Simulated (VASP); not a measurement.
# Cu (C2/m) in VASP: single point with PBE

Aim: the single point of Cu with PBE.

All numbers are computed with VASP 6.6.1; they aren't measurements. Logs are shortened: lines on timing, memory, paths and dates and some standing lists are left out, and cuts for length are marked.

**1. The cell of the first run**

Symmetry: C2/m, No. 12, monoclinic system. The conventional cell has a = 3.095 Å, b = 3.629 Å, c = 2.417 Å, α = 90.00°, β = 121.13°, γ = 90.00°. Within 3.1 Å of Cu (site symmetry 2/m) lie 14 Cu at 2.38 to 3.09 Å.

**2. Single point, PBE (engineering shear strain xy -0.1400, strain +e along x and -e along y -0.1500)**

The input, INCAR:

```
SYSTEM = Cu
ALGO = Fast ; EDIFF = 1E-7
ENCUT = 520 ; GGA = PE
ISIF = 2 ; ISMEAR = 0
LASPH = .TRUE. ; LCHARG = .TRUE.
LELF = .TRUE. ; LREAL = .FALSE.
LVHAR = .TRUE. ; LWAVE = .FALSE.
NBANDS = 12 ; NELM = 80
PREC = Accurate ; SIGMA = 0.15
```

The input, KPOINTS:

```
k-points
0
G
  20 20 20
  0 0 0
```

The input, POSCAR:

```
Cu
1.0
   -0.1270014366      2.0864521729      1.8143062373
    1.5421603017     -0.1270014366      1.8143062373
    1.4151588651      1.9594507363      0.0000000000
Cu
1
Direct
    0.0000000000      0.0000000000      0.0000000000
```

Potentials or basis: VASP PAW PBE potentials, release 64 (Cu).

Started as:

```console
$ cat potpaw_PBE.64/Cu/POTCAR > POTCAR
$ mpirun -np 1 vasp_std > vasp.out
```

OUTCAR:

```text
SYSTEM = Cu
   EDIFF = 1E-7
   ENCUT = 520
   GGA = PE
   ISIF = 2
   ISMEAR = 0
   LASPH = .TRUE.
   LREAL = .FALSE.
   NELM = 80
   PREC = Accurate

 ion  position               nearest neighbor table
   1  0.000  0.000  0.000-

  LATTYP: Found a base centered monoclinic cell.
 ALAT       =     3.0947618720
 B/A-ratio  =     1.1725013506
 C/A-ratio  =     0.7810126461
 COS(beta)  =    -0.5169786211

  Lattice vectors:

 A1 = (  -1.5421603017,   0.1270014366,  -1.8143062373)
 A2 = (  -1.5421603017,   0.1270014366,   1.8143062373)
 A3 = (   1.4151588651,   1.9594507363,   0.0000000000)

Analysis of symmetry for initial positions (statically):
=====================================================================
 Subroutine PRICEL returns:
 Original cell was already a primitive cell.

 Routine SETGRP: Setting up the symmetry group for a
 base centered monoclinic supercell.

 Subroutine GETGRP returns: Found  4 space group operations
 (whereof  4 operations were pure point group operations)
 out of a pool of  4 trial point group operations.

The static configuration has the point symmetry C_2h.

Analysis of symmetry for dynamics (positions and initial velocities):
=====================================================================
 Subroutine PRICEL returns:
 Original cell was already a primitive cell.

 Routine SETGRP: Setting up the symmetry group for a
 base centered monoclinic supercell.

 Subroutine GETGRP returns: Found  4 space group operations
 (whereof  4 operations were pure point group operations)
 out of a pool of  4 trial point group operations.

The dynamic configuration has the point symmetry C_2h.

 Subroutine INISYM returns: Found  4 space group operations
 (whereof  4 operations are pure point group operations),
 and found     1 'primitive' translations

----------------------------------------------------------------------------------------

                                     Primitive cell

  volume of cell :      11.6171

  direct lattice vectors                    reciprocal lattice vectors
    -0.127001437  2.086452173  1.814306237    -0.306019359  0.221013981  0.275587434
     1.542160302 -0.127001437  1.814306237     0.306019359 -0.221013981  0.275587434
     1.415158865  1.959450736  0.000000000     0.345688535  0.260683158 -0.275587434

  length of vectors
     2.767872677  2.384553393  2.417048159     0.467379355  0.467379355  0.513229681

  position of ions in fractional coordinates (direct lattice)
     0.000000000  0.000000000  0.000000000

  ion indices of the primitive-cell ions
   primitive index   ion index
                 1           1

----------------------------------------------------------------------------------------

 KPOINTS: k-points

Automatic generation of k-mesh.
 Grid dimensions read from file:
 generate k-points for:   20   20   20

 Generating k-lattice:

  Cartesian coordinates                     Fractional coordinates (reciprocal lattice)
    -0.015300968  0.011050699  0.013779372     0.050000000  0.000000000  0.000000000
     0.015300968 -0.011050699  0.013779372    -0.000000000  0.050000000  0.000000000
     0.017284427  0.013034158 -0.013779372     0.000000000  0.000000000  0.050000000

  Length of vectors
     0.023368968  0.023368968  0.025661484

  Shift w.r.t. Gamma in fractional coordinates (k-lattice)
     0.000000000  0.000000000  0.000000000

 Subroutine IBZKPT returns following result:
 ===========================================

 Found   2112 irreducible k-points:

 Following reciprocal coordinates:
            Coordinates               Weight
  0.000000  0.000000  0.000000      1.000000
  0.050000  0.000000  0.000000      4.000000
  0.100000  0.000000  0.000000      4.000000
  0.150000  0.000000 -0.000000      4.000000
  0.200000  0.000000  0.000000      4.000000
  0.250000  0.000000 -0.000000      4.000000
[... 16 lines left out ...]
 -0.400000  0.050000  0.000000      4.000000
 -0.350000  0.050000  0.000000      4.000000
 [... further k-points ...]
   k-points           NKPTS =   2112   k-points in BZ     NKDIM =   2112   number of bands    NBANDS=     12
   number of dos      NEDOS =    301   number of ions     NIONS =      1
   total plane-waves  NPLWV =   7776
   dimension x,y,z NGX =    24 NGY =   18 NGZ =   18
   dimension x,y,z NGXF=    48 NGYF=   36 NGZF=   36
   ions per type =               1
   NGX,Y,Z   is equivalent  to a cutoff of  14.42, 12.55, 12.38 a.u.
   NGXF,Y,Z  is equivalent  to a cutoff of  28.83, 25.10, 24.76 a.u.
 SYSTEM =  Cu
   PREC   = accura    normal or accurate (medium, high low for compatibility)
   ISTART =      0    job   : 0-new  1-cont  2-samecut
   ICHARG =      2    charge: 1-file 2-atom 10-const
   ISPIN  =      1    spin polarized calculation?
   LNONCOLLINEAR =      F non collinear calculations
   LSORBIT =      F    spin-orbit coupling
   LASPH  =      T    aspherical Exc in radial PAW
   ENCUT  =  520.0 eV  38.22 Ry    6.18 a.u.   5.15  4.43  4.49*2*pi/ulx,y,z
   NELM   =     80;   NELMIN=  2; NELMDL= -5     # of ELM steps
   EDIFF  = 0.1E-06   stopping-criterion for ELM
   LREAL  =      F    real-space projection
   EDIFFG = 0.1E-05   stopping-criterion for IOM
   NSW    =      0    number of steps for IOM
   IBRION =     -1    ionic relax: 0-MD 1-quasi-New 2-CG
   NFREE  =      0    steps in history (QN), initial steepest desc. (CG)
   ISIF   =      2    stress and relaxation
   ISYM   =      2    0-nonsym 1-usesym 2-fastsym
   POTIM  = 0.5000    time-step for ionic-motion
   TEBEG  =    0.0;   TEEND  =   0.0 temperature during run
   PSTRESS=    0.0 pullay stress
   NELECT =      11.0000    total number of electrons
   NUPDOWN=      -1.0000    fix difference up-down
   EMIN   =  10.00;   EMAX   =-10.00  energy-range for DOS
   EFERMI =   0.00;   METHOD = LEGACY
   ISMEAR =     0;   SIGMA  =   0.15  broadening in eV -4-tet -1-fermi 0-gaus
   EFERMI_NEDOS =   21; number of points for ismear=-14 and -15
   IALGO  =     68    algorithm
   IMIX   =      4    mixing-type and parameters
     AMIX     =   0.40;   BMIX     =  1.00
     AMIX_MAG =   1.60;   BMIX_MAG =  1.00
  volume/ion in A,a.u.               =      11.62        78.40
  Fermi-wavevector in a.u.,A,eV,Ry     =   1.607584  3.037894 35.161900  2.584327
  Thomas-Fermi vector in A             =   2.703590
   LORBIT       =      0    0 simple, 1 ext, 2 COOP (PROOUT), +10 PAW based schemes
   GGA     = PE    functional components
   LHFCALC =     F    Hartree Fock is set to
   AEXX    =    0.0000 exact exchange contribution
   IVDW    =     0    specifies the selected vdW correction
   LEPSILON=     F    determine dielectric tensor
   LRPA    =     F    only Hartree local field effects (RPA)
 non-spin polarized calculation
 RMM-DIIS sequential band-by-band and
 Gauss-broadening in eV      SIGMA  =   0.15
  energy-cutoff  :      520.00
  volume of cell :       11.62
 maximum number of plane-waves:       324
 NGX is ok and might be reduce to    24
   NGX = 11   NGY =  9   NGZ =  9

 number of electron      11.0000000 magnetization

 Free energy of the ion-electron system (eV)
  ---------------------------------------------------
  ext. energy  EPLUGINS =         0.00000000
  ---------------------------------------------------
  free energy    TOTEN  =        -3.58714289 eV

  energy without entropy =       -3.58427921  energy(sigma->0) =       -3.58571105

 E-fermi :   7.8027     XC(G=0): -12.8071

 val. band max:        7.8024822440   @ k =   0.2000  -0.3500   0.1500
 cond. band min:       7.8047698926   @ k =  -0.4500   0.0500   0.2000
 fundamental gap:      0.0022876487
 Fermi energy:         7.8027480276

 k-point     1 :       0.0000    0.0000    0.0000
  band No.  band energies     occupation
      1      -1.6694      2.00000
      2       4.0136      2.00000
      3       4.3856      2.00000
      4       5.2885      2.00000
      5       5.5544      2.00000
      6       5.9618      2.00000
      7      29.9358      0.00000
      8      30.7663      0.00000
      9      33.3468      0.00000
     10      33.9529      0.00000
     11      34.8897      0.00000
     12      35.8426      0.00000

 k-point     2 :       0.0500    0.0000    0.0000
  band No.  band energies     occupation
      1      -1.5829      2.00000
      2       4.0263      2.00000
      3       4.3795      2.00000
      4       5.2984      2.00000
      5       5.5517      2.00000
      6       5.9497      2.00000
      7      28.8929      0.00000
      8      30.3764      0.00000
      9      32.9270      0.00000
     10      34.5334      0.00000
     11      35.3970      0.00000
     12      36.1205      0.00000

 k-point     3 :       0.1000    0.0000    0.0000
  band No.  band energies     occupation
      1      -1.3258      2.00000
      2       4.0603      2.00000
      3       4.3602      2.00000
      4       5.3298      2.00000
      5       5.5471      2.00000
      6       5.9168      2.00000
      7      26.5749      0.00000
      8      30.0643      0.00000
      9      32.3100      0.00000
     10      34.7443      0.00000
     11      35.2504      0.00000
     12      37.3372      0.00000
[... 286 lines left out ...]
 k-point    23 :      -0.4000    0.0500    0.0000
  band No.  band energies     occupation
      1       2.3766      2.00000
      2       3.9775      2.00000
      3       5.2739      2.00000
      4       5.5460      2.00000
      5       5.9875      2.00000
      6       6.2034      2.00000
      7      12.6665      0.00000
      8      26.7263      0.00000
      9      27.4135      0.00000
     10      32.1223      0.00000
     11      36.3767      0.00000
     12      41.1810      0.00000

 k-point    24 :      -0.3500    0.0500    0.0000
  band No.  band energies     occupation
      1       1.9804      2.00000
      2       4.0103      2.00000
      3       4.7910      2.00000
      4       5.5399      2.00000
      5       5.8879      2.00000
      6       6.0260      2.00000
      7      14.4070      0.00000
      8      26.7158      0.00000
      9      27.6577      0.00000
     10      32.4392      0.00000
     11      36.9310      0.00000
     12      41.3238      0.00000

 [... further k-points ...]

------------------------ aborting loop because EDIFF is reached ----------------------------------------

  FORCE on cell =-STRESS in cart. coord.  units (eV):
  Direction    XX          YY          ZZ          XY          YZ          ZX
  --------------------------------------------------------------------------------------
  -------------------------------------------------------------------------------------
  Total        0.9542720     -0.0265972      1.1675506      0.6539126      0.0000000      0.0000000
  in kB      131.6093472     -3.6681721    161.0238612     90.1849909      0.0000000      0.0000000
  external PRESSURE =      96.3216787 kB  Pullay stress =       0.0000000 kB

 VOLUME and BASIS-vectors are now :
 -----------------------------------------------------------------------------
  energy-cutoff  :      520.00
  volume of cell :       11.62
      direct lattice vectors                 reciprocal lattice vectors
    -0.127001437  2.086452173  1.814306237    -0.306019359  0.221013981  0.275587434
     1.542160302 -0.127001437  1.814306237     0.306019359 -0.221013981  0.275587434
     1.415158865  1.959450736  0.000000000     0.345688535  0.260683158 -0.275587434

 POSITION                                       TOTAL-FORCE (eV/Angst)
 -----------------------------------------------------------------------------------
      0.00000      0.00000      0.00000        -0.000000      0.000000     -0.000000
 -----------------------------------------------------------------------------------
    total drift:                                0.000000      0.000000      0.000000

  FREE ENERGIE OF THE ION-ELECTRON SYSTEM (eV)
  ---------------------------------------------------
  free  energy   TOTEN  =        -3.5871428871 eV

  energy  without entropy=       -3.5842792060  energy(sigma->0) =       -3.58571105
```

It took 3.6 min on 1 thread of Intel Xeon 6975P-C, shared host; peak memory 0.38 GiB.

Results:

| Quantity | Value |
| --- | --- |
| Free energy | -3.5871 eV |
| Pressure | 9.6 GPa |

Levels at points of the mesh, in eV from the Fermi level:
```csv
k point,band 2,band 3,band 4,band 5,band 6,band 7,band 8,band 9
"(0.00, 0.00, 0.00)",-3.79,-3.42,-2.51,-2.25,-1.84,22.13,22.96,25.54
"(0.50, 0.00, 0.00)",-3.85,-2.31,-1.90,-1.64,-1.45,3.27,19.10,21.09
"(0.50, 0.50, 0.00)",-4.19,-2.06,-1.96,-1.14,1.29,7.00,11.29,17.05
"(0.00, 0.00, 0.50)",-3.78,-2.49,-1.98,-1.29,-0.07,5.25,14.01,19.49
"(0.50, 0.00, 0.50)",-4.38,-1.80,-1.74,-1.55,-1.01,3.91,17.37,17.59
"(0.00, 0.50, 0.50)",-4.62,-2.14,-1.39,-1.22,5.75,9.78,10.37,11.87
```

Caveat: the cell differs from its parent crystal (engineering shear strain xy -0.1400, strain +e along x and -e along y -0.1500).
